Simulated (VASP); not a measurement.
Input of a VASP 6.6.1 run:

The input INCAR:

```
  PREC = Accurate
  ENCUT = 500
  EDIFF = 1E-6
  ISMEAR = 0
  SIGMA = 0.01
  LREAL = F
  LASPH = T
  NELM = 120
  ALGO = Normal
  ISIF = 2
  LWAVE = F
  LCHARG = F
  GGA = PE
  NBANDS = 11
  GGA_COMPAT = F
```

The input KPOINTS:

```
Automatic mesh
0
Gamma
  9 9 9
```

POSCAR

```
Si
1.0
    0.0000000000      2.7348634831      2.7348634831
    2.7348634831      0.0000000000      2.7348634831
    2.7348634831      2.7348634831      0.0000000000
Si
2
Direct
    0.7500000000      0.7500000000      0.7500000000
    0.5000000000      0.5000000000      0.5000000000
```

Potentials or basis: VASP PAW PBE potentials, release 64 (Si).

Command:

```sh
$ cat potpaw_PBE.64/Si/POTCAR > POTCAR
$ mpirun -np 1 vasp_std > vasp.out
```

Task: Estimate the band gap on the k mesh.

Result: 0.62 eV, indirect (least direct gap 2.56 eV).

Task: Predict the pressure.

Result: -0.1 GPa.

A k mesh can miss the band edges. PBE gaps usually lie below the measured ones, often by a third to a half.
